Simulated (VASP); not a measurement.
# Li (Fd-3m) in VASP: further runs, part 2 of 2

VASP 6.6.1.

## Step 3: Relaxation of cell and atoms, PBE, target pressure 0.43 GPa, at which the enthalpy is minimised

INCAR reads:

```
ALGO = Normal
EDIFF = 1E-6
EDIFFG = -0.005
ENCUT = 600
GGA = PE
IBRION = 2
ISIF = 3
ISMEAR = -1
LASPH = True
LCHARG = False
LREAL = False
LWAVE = False
NELM = 80
NSW = 32
PREC = Accurate
PSTRESS = 4.3
SIGMA = 0.1
```

KPOINTS reads:

```
k-points
0
Gamma
  12 12 12
```

POSCAR reads:

```
Li
1.0
    0.0000000000      2.8863292185      2.8863292185
    2.8863292185      0.0000000000      2.8863292185
    2.8863292185      2.8863292185      0.0000000000
Li
2
Direct
   -0.1250000000     -0.1250000000     -0.1250000000
    0.1250000000      0.1250000000      0.1250000000
```

Potentials or basis: VASP PAW PBE potentials, release 64 (Li_sv).

Launch:

```console
$ cat potpaw_PBE.64/Li_sv/POTCAR > POTCAR
$ mpirun -np 1 vasp_std > vasp.out
```

OUTCAR:

```text
EDIFF = 1E-6
   EDIFFG = -0.005
   ENCUT = 600
   GGA = PE
   IBRION = 2
   ISIF = 3
   ISMEAR = -1
   LASPH = True
   LREAL = False
   NELM = 80
   NSW = 32
   PREC = Accurate
   PSTRESS = 4.3

 ion  position               nearest neighbor table
   1  0.875  0.875  0.875-   2 2.50   2 2.50   2 2.50   2 2.50
   2  0.125  0.125  0.125-   1 2.50   1 2.50   1 2.50   1 2.50

  LATTYP: Found a face centered cubic cell.
 ALAT       =     5.7726584370

  Lattice vectors:

 A1 = (   0.0000000000,   2.8863292185,   2.8863292185)
 A2 = (   2.8863292185,   0.0000000000,   2.8863292185)
 A3 = (   2.8863292185,   2.8863292185,   0.0000000000)

Analysis of symmetry for initial positions (statically):
=====================================================================
 Subroutine PRICEL returns:
 Original cell was already a primitive cell.

 Routine SETGRP: Setting up the symmetry group for a
 face centered cubic supercell.

 Subroutine GETGRP returns: Found 48 space group operations
 (whereof 12 operations were pure point group operations)
 out of a pool of 48 trial point group operations.

The static configuration has the point symmetry D_3d.
 The point group associated with its full space group is O_h .

Analysis of symmetry for dynamics (positions and initial velocities):
=====================================================================
 Subroutine PRICEL returns:
 Original cell was already a primitive cell.

 Routine SETGRP: Setting up the symmetry group for a
 face centered cubic supercell.

 Subroutine GETGRP returns: Found 48 space group operations
 (whereof 12 operations were pure point group operations)
 out of a pool of 48 trial point group operations.

The dynamic configuration has the point symmetry D_3d.
 The point group associated with its full space group is O_h .

 Subroutine INISYM returns: Found 48 space group operations
 (whereof 12 operations are pure point group operations),
[... 119 lines left out ...]
  Thomas-Fermi vector in A             =   1.928584
   LORBIT       =      0    0 simple, 1 ext, 2 COOP (PROOUT), +10 PAW based schemes
   GGA     = PE    functional components
   LHFCALC =     F    Hartree Fock is set to
   AEXX    =    0.0000 exact exchange contribution
   IVDW    =     0    specifies the selected vdW correction
   LEPSILON=     F    determine dielectric tensor
   LRPA    =     F    only Hartree local field effects (RPA)
 conjugate gradient relaxation of ions
 non-spin polarized calculation
  energy-cutoff  :      600.00
  volume of cell :       48.09
 maximum number of plane-waves:      1639
 NGX is ok and might be reduce to    36
   NGX = 17   NGY = 17   NGZ = 17

--------------------------------------- Ionic step        1  -------------------------------------------

 number of electron       6.0000005 magnetization

 Free energy of the ion-electron system (eV)
  ---------------------------------------------------
  ext. energy  EPLUGINS =         0.00000000
  ---------------------------------------------------
  free energy    TOTEN  =        -2.78900356 eV

  energy without entropy =       -2.76396367  energy(sigma->0) =       -2.77648362

------------------------ aborting loop because EDIFF is reached ----------------------------------------

  FORCE on cell =-STRESS in cart. coord.  units (eV):
  Direction    XX          YY          ZZ          XY          YZ          ZX
  --------------------------------------------------------------------------------------
  -------------------------------------------------------------------------------------
  Total        0.0943445      0.0943445      0.0943445     -0.0000000     -0.0000000      0.0000000
  in kB        3.1431098      3.1431098      3.1431098     -0.0000000     -0.0000000      0.0000000
  external PRESSURE =      -1.1568902 kB  Pullay stress =       4.3000000 kB
[... 139 lines left out ...]
--------------------------------------- Ionic step        5  -------------------------------------------

 number of electron       6.0000003 magnetization

 Free energy of the ion-electron system (eV)
  ---------------------------------------------------
  ext. energy  EPLUGINS =         0.00000000
  ---------------------------------------------------
  free energy    TOTEN  =        -2.78698030 eV

  energy without entropy =       -2.76252886  energy(sigma->0) =       -2.77475458

 E-fermi :   0.4398     XC(G=0):  -6.6647

 val. band max:        0.3872176580   @ k =  -0.3333   0.4167   0.1667
 cond. band min:       0.4627379535   @ k =  -0.4167   0.1667   0.0000
 fundamental gap:      0.0755202955
 Fermi energy:         0.4397682034

 k-point     1 :       0.0000    0.0000    0.0000
  band No.  band energies     occupation
      1     -47.3421      2.00000
      2     -47.2427      2.00000
      3      -3.0666      2.00000
      4       6.2934      0.00000
      5       6.2934      0.00000
      6       6.2934      0.00000
      7       7.4359      0.00000
[... 221 lines left out ...]
 k-point    24 :      -0.4167    0.1667    0.0000
  band No.  band energies     occupation
      1     -47.3127      2.00000
      2     -47.2711      2.00000
      3      -0.6932      1.99998
      4       0.4627      0.88565
      5       3.4954      0.00000
      6       4.2500      0.00000
      7       7.2180      0.00000

 [... further k-points ...]
[... 5 lines left out ...]
  --------------------------------------------------------------------------------------
  -------------------------------------------------------------------------------------
  Total        0.1248140      0.1248140      0.1248140     -0.0000000      0.0000000     -0.0000000
  in kB        4.2352403      4.2352403      4.2352403     -0.0000000      0.0000000     -0.0000000
  external PRESSURE =      -0.0647597 kB  Pullay stress =       4.3000000 kB
[... 21 lines left out ...]
  energy  without entropy=       -2.7625288599  energy(sigma->0) =       -2.77475458

  enthalpy is  TOTEN    =        -2.6602577626 eV   P V=        0.1267225368

 reached required accuracy - stopping structural energy minimisation
```

OSZICAR:

```text
N       E                     dE             d eps       ncg     rms          rms(c)
DAV:   1     0.800784093657E+01    0.80078E+01   -0.35171E+03  1008   0.880E+02
DAV:   2    -0.305125411375E+00   -0.83130E+01   -0.82332E+01  1330   0.698E+01
DAV:   3    -0.264917203219E+01   -0.23440E+01   -0.23322E+01  1729   0.425E+01
DAV:   4    -0.279427802175E+01   -0.14511E+00   -0.14496E+00  1281   0.963E+00
[... 31 lines left out ...]
DAV:   1    -0.278721326032E+01   -0.11408E-02   -0.75818E-03  1666   0.889E-01    0.190E-01
DAV:   2    -0.278708278790E+01    0.13047E-03   -0.96876E-04  1113   0.268E-01    0.125E-01
DAV:   3    -0.278699531028E+01    0.87478E-04   -0.45059E-04  1883   0.121E-01    0.438E-02
DAV:   4    -0.278698087420E+01    0.14436E-04   -0.24758E-05  1372   0.487E-02    0.820E-03
DAV:   5    -0.278698029935E+01    0.57485E-06   -0.61815E-06  1197   0.210E-02
   5 F= -.26602578E+01 E0= -.26480320E+01  d E =-.324250E-03
```

Run time: 32 s. Hardware: 1 thread of Intel Xeon 6975P-C (Granite Rapids), shared host; peak memory 0.2 GiB.

Results:

```yaml
Free_energy: -2.7870 eV
Relaxed_volume: 23.61 Å³/atom
Relaxed_cell: a = 4.057 Å, b = 4.057 Å, c = 4.057 Å, α = 60.00°, β = 60.00°, γ = 60.00°
Space_group_after_relaxing_to_0.05_Å: Fd-3m (No. 227)
Energy_change_on_relaxing_the_enthalpy_is_what_falls: +1.0 meV/atom
Ionic_steps: 5
Pressure_after_relaxing: 0.4 GPa
Band_gap_on_the_k_mesh: zero (band 3 reaches 0.99 eV, above the bottom of band 4 at 0.17 eV)
```

The path:
```
step  energy change (eV)  largest force (eV/Å)  pressure (GPa)  volume (Å³)
   1              0.0000                0.0000            0.31        48.09
   2              0.0002                0.0000            0.34        47.97
   3              0.0010                0.0000            0.38        47.61
   4              0.0029                0.0000            0.47        46.89
   5              0.0020                0.0000            0.42        47.22
```

Final structure:
```xyz
2
Lattice="0.0000 2.8687 2.8687 2.8687 0.0000 2.8687 2.8687 2.8687 0.0000" Properties=species:S:1:pos:R:3 pbc="T T T"
Li    5.0203    5.0203    5.0203
Li    0.7172    0.7172    0.7172
```

Caveat: the cutoff is under 1.25 times the usual one of these potentials, so pressure, stress and relaxed cells hold a basis-set (Pulay) error; the cell is relaxed towards a set pressure, so the enthalpy falls and the energy may rise.

## Step 4: Relaxation of cell and atoms, PBE, target pressure 0.43 GPa, at which the enthalpy is minimised

This run uses another cell than the first one, of 24.30 Å³/atom, 1.011 times its volume.

INCAR reads:

```
SYSTEM = Li
ALGO     = Normal         ! electronic algorithm
EDIFF    = 1E-7           ! SCF threshold, eV
EDIFFG   = -0.005         ! ionic threshold
ENCUT    = 600            ! plane-wave cutoff, eV
GGA      = PE             ! functional
IBRION   = 2              ! ionic algorithm
ISIF     = 3              ! what is computed and relaxed
ISMEAR   = -1             ! smearing method
LASPH    = .TRUE.         ! aspherical terms in the spheres
LCHARG   = .FALSE.        ! write CHGCAR
LREAL    = .FALSE.        ! projectors in reciprocal space
LWAVE    = .FALSE.        ! write WAVECAR
NELM     = 60             ! most SCF steps
NSW      = 60             ! ionic steps
PREC     = Accurate       ! precision mode
PSTRESS  = 4.3          
SIGMA    = 0.1            ! smearing width, eV
```

KPOINTS reads:

```
k-points
0
G
  12 12 12
  0 0 0
```

POSCAR reads:

```
Li
1.0
    0.0000000000      2.8965431502      2.8965431502
    2.8965431502      0.0000000000      2.8965431502
    2.8965431502      2.8965431502      0.0000000000
Li
2
Direct
   -0.1250000000     -0.1250000000     -0.1250000000
    0.1250000000      0.1250000000      0.1250000000
```

Launch:

```console
$ cat potpaw_PBE.64/Li_sv/POTCAR > POTCAR
$ mpirun -np 1 vasp_std > vasp.out
```

Run time: 38 s. Hardware: 1 thread of Intel Xeon 6975P-C (Granite Rapids), shared host; peak memory 0.2 GiB.

Results (log left out):

```
Free energy                                            : -2.7872 eV
Relaxed volume                                         : 23.57 Å³/atom
Relaxed cell                                           : a = 4.055 Å, b = 4.055 Å, c = 4.055 Å, α = 60.00°, β = 60.00°, γ = 60.00°
Space group after relaxing (to 0.05 Å)                 : Fd-3m (No. 227)
Energy change on relaxing (the enthalpy is what falls) : +1.5 meV/atom
Ionic steps                                            : 5
Pressure after relaxing                                : 0.4 GPa
Band gap on the k mesh                                 : zero (band 3 reaches 0.99 eV, above the bottom of band 4 at 0.18 eV)
```

The path:
```
step  energy change (eV)  largest force (eV/Å)  pressure (GPa)  volume (Å³)
   1              0.0000                0.0000            0.25        48.60
   2              0.0003                0.0000            0.27        48.41
   3              0.0014                0.0000            0.34        47.83
   4              0.0044                0.0000            0.49        46.69
   5              0.0031                0.0000            0.43        47.15
```

Final structure:
```xyz
2
Lattice="0.0000 2.8674 2.8674 2.8674 0.0000 2.8674 2.8674 2.8674 0.0000" Properties=species:S:1:pos:R:3 pbc="T T T"
Li    5.0179    5.0179    5.0179
Li    0.7168    0.7168    0.7168
```

Levels at points of the mesh, in eV from the Fermi level:
| k point | band 1 | band 2 | band 3 | band 4 | band 5 | band 6 |
| --- | --- | --- | --- | --- | --- | --- |
| (0.00, 0.00, 0.00) | -47.78 | -47.68 | -3.51 | 5.86 | 5.86 | 5.86 |
| (0.50, 0.00, 0.00) | -47.76 | -47.71 | -1.36 | -0.27 | 4.41 | 4.41 |
| (0.50, 0.50, 0.00) | -47.73 | -47.73 | 0.08 | 0.08 | 2.29 | 2.29 |

Caveat: the cutoff is under 1.25 times the usual one of these potentials, so pressure, stress and relaxed cells hold a basis-set (Pulay) error; the cell is relaxed towards a set pressure, so the enthalpy falls and the energy may rise.

## Step 5: The runs side by side

| task | cell | cutoff (eV) | gap on the mesh (eV) | pressure (GPa) |
| --- | --- | --- | --- | --- |
| single point | a = 4.082 Å, angles 60.0°, 2 atoms | 520 | none | - |
| relaxation of cell and atoms | relaxed to 0.43 GPa from a = 4.082 Å, angles 60.0°, 2 atoms | 600 | none | 0.4 |
| relaxation of cell and atoms | relaxed to 0.43 GPa from a = 4.096 Å, angles 60.0°, 2 atoms | 600 | none | 0.4 |

Alike in all rows: level PBE; potentials or basis VASP PAW PBE potentials, release 64 (Li_sv); no spin polarisation; k mesh 12 × 12 × 12; smearing fermi-dirac 0.1 eV.

Caveats: the cutoff is under 1.25 times the usual one of these potentials, so pressure, stress and relaxed cells hold a basis-set (Pulay) error; the cell is relaxed towards a set pressure, so the enthalpy falls and the energy may rise (some runs).

Total energies depend on the potentials used, so only differences within one code and one set of settings carry meaning.
